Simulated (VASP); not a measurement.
# Cu12N: single point with PBE

Cu12N, a slab with vacuum:

```
Cu N
1.0
     5.13324    0.00000    0.00000
    -2.56662    4.44552    0.00000
     0.00000    0.00000   19.62363
Cu N
12 1
Direct
  0.33333 0.16667 0.20384
  0.33333 0.66667 0.20384
  0.83333 0.16667 0.20384
  0.83333 0.66667 0.20384
  0.16667 0.33333 0.30890
  0.16667 0.83333 0.30890
  0.66667 0.33333 0.30890
  0.66667 0.83333 0.30890
  0.00000 0.00000 0.41397
  0.00000 0.50000 0.41397
  0.50000 0.00000 0.41397
  0.50000 0.50000 0.41397
  0.33333 0.16667 0.46843
```

* Program: VASP 6.6.1
* Task: single point
* Functional: PBE
* Potentials or basis: VASP PAW PBE potentials, release 64 (Cu, N)
* Cutoff: 520 eV
* k mesh: 6 × 6 × 1
* Occupations: gaussian, width 0.1 eV
* Spin: no spin polarisation

```
Largest force          : 0.774 eV/Å
Band gap on the k mesh : zero (an odd number of electrons rules out a gap without spin polarisation)
```

Forces in eV/Å, atoms in the order of the input:
```
Cu   0.000  0.000 -0.112
Cu   0.004  0.002 -0.093
Cu   0.000 -0.005 -0.093
Cu  -0.004  0.002 -0.093
Cu  -0.089  0.051 -0.120
Cu   0.000 -0.102 -0.120
Cu   0.089  0.051 -0.120
Cu   0.000  0.000  0.147
Cu  -0.652 -0.377  0.179
Cu   0.000  0.000 -0.068
Cu   0.652 -0.377  0.179
Cu   0.000  0.753  0.179
N    0.000  0.000  0.139
```

Levels at points of the mesh, in eV from the Fermi level:
| k point | band 64 | band 65 | band 66 | band 67 | band 68 | band 69 | band 70 | band 71 | band 72 | band 73 |
| --- | --- | --- | --- | --- | --- | --- | --- | --- | --- | --- |
| (0.00, 0.00, 0.00) | -1.19 | -1.06 | -0.89 | -0.89 | 0.20 | 0.20 | 0.35 | 0.85 | 1.21 | 1.21 |
| (0.50, 0.00, 0.00) | -1.63 | -1.55 | -0.92 | -0.87 | -0.30 | 0.03 | 0.27 | 0.72 | 1.38 | 1.73 |

Run time: 14 min on 1 thread of Intel(R) Xeon(R) Platinum 8488C (Sapphire Rapids), with other jobs on the host, peak memory 0.63 GiB.

With open d or f shells a metallic result of PBE can be an artefact of self-interaction; +U or a hybrid may open a gap.
